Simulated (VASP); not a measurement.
# GdO (P-6m2) in VASP: a series of runs

Runs on GdO. Level: PBE. Tasks: single point.

Program: VASP 6.6.1. These are calculated values, not measurements. Logs are shortened: lines on timing, memory, paths and dates and some standing lists are left out, and cuts for length are marked.

## Step 1: The cell of the first run

It takes space group P-6m2 (No. 187, hexagonal). Conventional cell: a = 3.789 Å, b = 3.789 Å, c = 5.158 Å, α = 90.00°, β = 90.00°, γ = 120.00°. Within 2.9 Å of Gd (site symmetry -6m2) lie 3 O at 2.19 Å. Within 2.9 Å of O (site symmetry -6m2) lie 3 Gd at 2.19 Å.

## Step 2: Single point, PBE, collinear spin, ferromagnetic start

The input, INCAR:

```
SYSTEM = GdO
PREC = Accurate
ENCUT = 600
EDIFF = 1E-6
ISMEAR = -1
SIGMA = 0.05
LREAL = .FALSE.
LASPH = .TRUE.
NELM = 200
ALGO = Normal
ISIF = 2
LWAVE = .FALSE.
LCHARG = .TRUE.
ISPIN = 2
MAGMOM = 3.5 0
LORBIT = 11
LMAXMIX = 6
GGA = PE
LELF = .TRUE.
LVHAR = .TRUE.
NBANDS = 23
GGA_COMPAT = .FALSE.
```

The input, KPOINTS:

```
regular mesh
0
G
  5 5 3
  0 0 0
```

The input, POSCAR:

```
GdO
1.0
    3.7893970000      0.0000000000      0.0000000000
   -1.8946980000      3.2817140000      0.0000000000
    0.0000000000      0.0000000000      5.1582600000
Gd O
1 1
Direct
    0.0000000000      0.0000000000      0.0000000000
    0.3333330000      0.6666670000      0.0000000000
```

Potentials or basis: VASP PAW PBE potentials, release 64 (Gd, O).

The run is started by

```sh
$ cat potpaw_PBE.64/Gd/POTCAR potpaw_PBE.64/O/POTCAR > POTCAR
$ mpirun -np 1 vasp_std > vasp.out
```

OUTCAR:

```text
SYSTEM = GdO
   PREC = Accurate
   ENCUT = 600
   EDIFF = 1E-6
   ISMEAR = -1
   LREAL = .FALSE.
   LASPH = .TRUE.
   NELM = 200
   ISIF = 2
   ISPIN = 2
   LORBIT = 11
   GGA = PE

 ion  position               nearest neighbor table
   1  0.000  0.000  0.000-   2 2.19   2 2.19   2 2.19
   2  0.333  0.667  0.000-   1 2.19   1 2.19   1 2.19

  LATTYP: Found a hexagonal cell.
 ALAT       =     3.7893970000
 C/A-ratio  =     1.3612350461

  Lattice vectors:

 A1 = (   3.7893970000,   0.0000000000,   0.0000000000)
 A2 = (  -1.8946980000,   3.2817140000,   0.0000000000)
 A3 = (   0.0000000000,   0.0000000000,   5.1582600000)

Analysis of symmetry for initial positions (statically):
=====================================================================
 Subroutine PRICEL returns:
 Original cell was already a primitive cell.

 Routine SETGRP: Setting up the symmetry group for a
 hexagonal supercell.

 Subroutine GETGRP returns: Found 12 space group operations
 (whereof 12 operations were pure point group operations)
 out of a pool of 24 trial point group operations.

The static configuration has the point symmetry D_3h.

Analysis of symmetry for dynamics (positions and initial velocities):
=====================================================================
 Subroutine PRICEL returns:
 Original cell was already a primitive cell.

 Routine SETGRP: Setting up the symmetry group for a
 hexagonal supercell.

 Subroutine GETGRP returns: Found 12 space group operations
 (whereof 12 operations were pure point group operations)
 out of a pool of 24 trial point group operations.

The dynamic configuration has the point symmetry D_3h.

Analysis of structural, dynamic, and magnetic symmetry:
=====================================================================
 Subroutine PRICEL returns:
 Original cell was already a primitive cell.

 Routine SETGRP: Setting up the symmetry group for a
 hexagonal supercell.

 Subroutine GETGRP returns: Found 12 space group operations
 (whereof 12 operations were pure point group operations)
 out of a pool of 24 trial point group operations.

The overall configuration has the point symmetry D_3h.

 Subroutine INISYM returns: Found 12 space group operations
 (whereof 12 operations are pure point group operations),
 and found     1 'primitive' translations

----------------------------------------------------------------------------------------

                                     Primitive cell

  volume of cell :      64.1467

  direct lattice vectors                    reciprocal lattice vectors
     3.789397000  0.000000000  0.000000000     0.263894229  0.152359367  0.000000000
    -1.894698000  3.281714000  0.000000000     0.000000000  0.304718815  0.000000000
     0.000000000  0.000000000  5.158260000     0.000000000  0.000000000  0.193863822

  length of vectors
     3.789397000  3.789396692  5.158260000     0.304718790  0.304718815  0.193863822

  position of ions in fractional coordinates (direct lattice)
     0.000000000  0.000000000  0.000000000
     0.333333000  0.666667000  0.000000000

  ion indices of the primitive-cell ions
   primitive index   ion index
                 1           1
                 2           2

----------------------------------------------------------------------------------------

 KPOINTS: regular mesh

Automatic generation of k-mesh.
 Grid dimensions read from file:
 generate k-points for:    5    5    3

 Generating k-lattice:

  Cartesian coordinates                     Fractional coordinates (reciprocal lattice)
     0.052778846  0.030471873  0.000000000     0.200000000 -0.000000000  0.000000000
     0.000000000  0.060943763  0.000000000     0.000000000  0.200000000  0.000000000
     0.000000000  0.000000000  0.064621274     0.000000000  0.000000000  0.333333333

  Length of vectors
     0.060943758  0.060943763  0.064621274

  Shift w.r.t. Gamma in fractional coordinates (k-lattice)
     0.000000000  0.000000000  0.000000000

 Subroutine IBZKPT returns following result:
 ===========================================

 Found     10 irreducible k-points:

 Following reciprocal coordinates:
            Coordinates               Weight
  0.000000  0.000000  0.000000      1.000000
  0.200000  0.000000  0.000000      6.000000
  0.400000  0.000000  0.000000      6.000000
  0.200000  0.200000  0.000000      6.000000
  0.400000  0.200000  0.000000      6.000000
  0.000000  0.000000  0.333333      2.000000
  0.200000  0.000000  0.333333     12.000000
  0.400000  0.000000  0.333333     12.000000
  0.200000  0.200000  0.333333     12.000000
  0.400000  0.200000  0.333333     12.000000
   k-points           NKPTS =     10   k-points in BZ     NKDIM =     10   number of bands    NBANDS=     23
   number of dos      NEDOS =    301   number of ions     NIONS =      2
   total plane-waves  NPLWV =  37800
   dimension x,y,z NGX =    30 NGY =   30 NGZ =   42
   dimension x,y,z NGXF=    60 NGYF=   60 NGZF=   84
   ions per type =               1   1
   NGX,Y,Z   is equivalent  to a cutoff of  13.16, 13.16, 13.54 a.u.
   NGXF,Y,Z  is equivalent  to a cutoff of  26.32, 26.32, 27.07 a.u.
 SYSTEM =  GdO
   PREC   = accura    normal or accurate (medium, high low for compatibility)
   ISTART =      0    job   : 0-new  1-cont  2-samecut
   ICHARG =      2    charge: 1-file 2-atom 10-const
   ISPIN  =      2    spin polarized calculation?
   LNONCOLLINEAR =      F non collinear calculations
   LSORBIT =      F    spin-orbit coupling
   LASPH  =      T    aspherical Exc in radial PAW
   ENCUT  =  600.0 eV  44.10 Ry    6.64 a.u.   7.57  7.57 10.30*2*pi/ulx,y,z
   NELM   =    200;   NELMIN=  2; NELMDL= -5     # of ELM steps
   EDIFF  = 0.1E-05   stopping-criterion for ELM
   LREAL  =      F    real-space projection
[... 7 lines left out ...]
   TEBEG  =    0.0;   TEEND  =   0.0 temperature during run
   PSTRESS=    0.0 pullay stress
   NELECT =      24.0000    total number of electrons
   NUPDOWN=      -1.0000    fix difference up-down
   EMIN   =  10.00;   EMAX   =-10.00  energy-range for DOS
   EFERMI =   0.00;   METHOD = LEGACY
   ISMEAR =    -1;   SIGMA  =   0.05  broadening in eV -4-tet -1-fermi 0-gaus
   EFERMI_NEDOS =   21; number of points for ismear=-14 and -15
   IALGO  =     38    algorithm
   IMIX   =      4    mixing-type and parameters
     AMIX     =   0.40;   BMIX     =  1.00
     AMIX_MAG =   1.60;   BMIX_MAG =  1.00
  volume/ion in A,a.u.               =      32.07       216.44
  Fermi-wavevector in a.u.,A,eV,Ry     =   1.179652  2.229219 18.933578  1.391579
  Thomas-Fermi vector in A             =   2.315959
   LORBIT       =     11    0 simple, 1 ext, 2 COOP (PROOUT), +10 PAW based schemes
   GGA     = PE    functional components
   LHFCALC =     F    Hartree Fock is set to
   AEXX    =    0.0000 exact exchange contribution
   IVDW    =     0    specifies the selected vdW correction
   LEPSILON=     F    determine dielectric tensor
   LRPA    =     F    only Hartree local field effects (RPA)
 spin polarized calculation
  energy-cutoff  :      600.00
  volume of cell :       64.15
 maximum number of plane-waves:      2154
 NGX is ok and might be reduce to    30
   NGX = 15   NGY = 15   NGZ = 21

 number of electron      24.0000006 magnetization       6.9174789

 Free energy of the ion-electron system (eV)
  ---------------------------------------------------
  ext. energy  EPLUGINS =         0.00000000
  ---------------------------------------------------
  free energy    TOTEN  =       -21.54431291 eV

  energy without entropy =      -21.52460680  energy(sigma->0) =      -21.53445985

 E-fermi :   1.5500     XC(G=0):  -7.7055

 val. band max:        1.3861993978   @ k =   0.4000   0.0000   0.0000
 cond. band min:       1.5826267805   @ k =   0.2000   0.2000   0.3333
 fundamental gap:      0.1964273827
 Fermi energy:         1.5500440138

 spin component 1

 k-point     1 :       0.0000    0.0000    0.0000
  band No.  band energies     occupation
      1     -44.1276      1.00000
      2     -21.7530      1.00000
      3     -21.4506      1.00000
      4     -21.4506      1.00000
      5     -17.9576      1.00000
      6      -4.5683      1.00000
[... 15 lines left out ...]
     22       8.1512      0.00000
     23       8.6714      0.00000

 k-point     2 :       0.2000    0.0000    0.0000
  band No.  band energies     occupation
      1     -44.1158      1.00000
      2     -21.9411      1.00000
      3     -21.7335      1.00000
      4     -21.4987      1.00000
      5     -17.3779      1.00000
      6      -4.6330      1.00000
[... 200 lines left out ...]
 k-point    10 :       0.4000    0.2000    0.3333
  band No.  band energies     occupation
      1     -44.0907      1.00000
      2     -22.6140      1.00000
      3     -21.7120      1.00000
      4     -21.6959      1.00000
      5     -16.4078      1.00000
      6      -4.6178      1.00000
[... 15 lines left out ...]
     22       7.1614      0.00000
     23       8.8349      0.00000
 Fermi energy:         1.5500440138

 spin component 2

 k-point     1 :       0.0000    0.0000    0.0000
  band No.  band energies     occupation
      1     -41.0817      1.00000
      2     -19.5966      1.00000
      3     -19.3181      1.00000
      4     -19.3180      1.00000
      5     -17.9290      1.00000
      6      -4.3166      1.00000
[... 15 lines left out ...]
     22       8.9102      0.00000
     23       9.4016      0.00000

 k-point     2 :       0.2000    0.0000    0.0000
  band No.  band energies     occupation
      1     -41.0653      1.00000
      2     -20.2615      1.00000
      3     -19.5699      1.00000
      4     -19.3819      1.00000
      5     -16.9031      1.00000
      6      -4.3665      1.00000
[... 200 lines left out ...]
 k-point    10 :       0.4000    0.2000    0.3333
  band No.  band energies     occupation
      1     -41.0302      1.00000
      2     -21.2054      1.00000
      3     -19.6630      1.00000
      4     -19.5183      1.00000
      5     -15.6391      1.00000
      6      -4.0968      1.00000
[... 15 lines left out ...]
     22       8.0033      0.00000
     23       9.2373      0.00000

------------------------ aborting loop because EDIFF is reached ----------------------------------------

  FORCE on cell =-STRESS in cart. coord.  units (eV):
  Direction    XX          YY          ZZ          XY          YZ          ZX
  --------------------------------------------------------------------------------------
  -------------------------------------------------------------------------------------
  Total        0.7986265      0.7986265     -0.9805367      0.0000001      0.0000000     -0.0000000
  in kB       19.9471217     19.9471209    -24.4906537      0.0000030      0.0000000     -0.0000000
  external PRESSURE =       5.1345296 kB  Pullay stress =       0.0000000 kB

 VOLUME and BASIS-vectors are now :
 -----------------------------------------------------------------------------
  energy-cutoff  :      600.00
  volume of cell :       64.15
      direct lattice vectors                 reciprocal lattice vectors
     3.789397000  0.000000000  0.000000000     0.263894229  0.152359367  0.000000000
    -1.894698000  3.281714000  0.000000000     0.000000000  0.304718815  0.000000000
     0.000000000  0.000000000  5.158260000     0.000000000  0.000000000  0.193863822

 POSITION                                       TOTAL-FORCE (eV/Angst)
 -----------------------------------------------------------------------------------
      0.00000      0.00000      0.00000         0.000000      0.000000      0.000000
     -0.00000      2.18781      0.00000        -0.000000      0.000000      0.000000
 -----------------------------------------------------------------------------------
    total drift:                                0.002005     -0.001146      0.000000

  FREE ENERGIE OF THE ION-ELECTRON SYSTEM (eV)
  ---------------------------------------------------
  free  energy   TOTEN  =       -21.5443129063 eV

  energy  without entropy=      -21.5246068016  energy(sigma->0) =      -21.53445985

 total charge

# of ion       s       p       d       f       tot
--------------------------------------------------
    1        2.039   5.629   0.466   7.133  15.267
    2        1.570   3.467   0.000   0.000   5.037
--------------------------------------------------
tot          3.609   9.096   0.466   7.133  20.305

 magnetization (x)

# of ion       s       p       d       f       tot
--------------------------------------------------
    1       -0.002  -0.080   0.066   6.685   6.669
    2       -0.003  -0.020   0.000   0.000  -0.023
--------------------------------------------------
tot         -0.005  -0.100   0.066   6.685   6.647
```

Wall time 3 min (1 thread of Intel Xeon 8259CL, shared host); peak memory 0.24 GiB.

What came out:

| Quantity | Value |
| --- | --- |
| Free energy | -21.5443 eV |
| Pressure | 0.5 GPa |
| Net moment | 6.92 μB per cell |
| Site moments | Gd +6.67; O -0.02 μB |
| Valence electrons inside the program's atomic spheres | Gd 15.27; O 5.04 |

Levels at points of the mesh, in eV from the Fermi level:
Spin up:
```csv
k point,band 14,band 15,band 16,band 17,band 18,band 19
"(0.00, 0.00, 0.00)",-4.63,-4.00,-2.12,1.80,2.99,2.99
```
Spin down:
| k point | band 6 | band 7 | band 8 | band 9 | band 10 | band 11 | band 12 | band 13 |
| --- | --- | --- | --- | --- | --- | --- | --- | --- |
| (0.00, 0.00, 0.00) | -5.87 | -5.87 | -4.47 | -1.92 | 0.16 | 0.32 | 0.32 | 0.33 |

Caveat: the k points lie up to 0.41 Å⁻¹ apart; spin-orbit coupling is left out, which moves the levels of the heavy elements; a cell with one magnetic atom can't hold antiferromagnetic order, which such compounds often take; semilocal functionals describe open f shells poorly, which spoils levels, moments and volumes. With open d or f shells a metallic result of PBE can be an artefact of self-interaction; +U or a hybrid may open a gap.

## Step 3: Single point, PBE, collinear spin, ferromagnetic start

The input, INCAR:

```
PREC = Accurate
ENCUT = 600
EDIFF = 1E-6
ISMEAR = -1
SIGMA = 0.05
LREAL = False
LASPH = True
NELM = 200
ALGO = Normal
ISIF = 2
LWAVE = False
LCHARG = True
ISPIN = 2
MAGMOM = 7 0
LORBIT = 11
LMAXMIX = 6
GGA = PE
LELF = True
LVHAR = True
NBANDS = 23
GGA_COMPAT = False
```

The input, KPOINTS:

```
Automatic mesh
0
Gamma
  5 5 3
```

POSCAR is that of step 2.

Potentials or basis: VASP PAW PBE potentials, release 64 (Gd, O).

The run is started by

```sh
$ cat potpaw_PBE.64/Gd/POTCAR potpaw_PBE.64/O/POTCAR > POTCAR
$ mpirun -np 1 vasp_std > vasp.out
```

It took 2.1 min on 1 thread of Intel Xeon 8259CL, shared host; peak memory 0.23 GiB.

It converged, with:

```
Free energy                                           : -21.5443 eV
Pressure                                              : 0.6 GPa
Net moment                                            : 6.92 μB per cell
Site moments                                          : Gd +6.67; O -0.02 μB
Valence electrons inside the program's atomic spheres : Gd 15.27; O 5.04
```

Stress tensor (GPa, compression positive):
```
 2.06  0.00  0.00
 0.00  2.06  0.00
 0.00  0.00 -2.42
```

Levels at points of the mesh, in eV from the Fermi level:
Spin up:
```tsv
k point	band 14	band 15	band 16	band 17	band 18	band 19
(0.00, 0.00, 0.00)	-4.62	-4.01	-2.12	1.80	2.99	2.99
```
Spin down:
```
           k point  band 5  band 6  band 7  band 8  band 9  band 10  band 11  band 12  band 13  band 14
(0.00, 0.00, 0.00)  -19.48   -5.87   -5.87   -4.47   -1.92     0.16     0.32     0.32     0.33     0.33
```

Caveat: the k points lie up to 0.41 Å⁻¹ apart; spin-orbit coupling is left out, which moves the levels of the heavy elements; a cell with one magnetic atom can't hold antiferromagnetic order, which such compounds often take; semilocal functionals describe open f shells poorly, which spoils levels, moments and volumes.
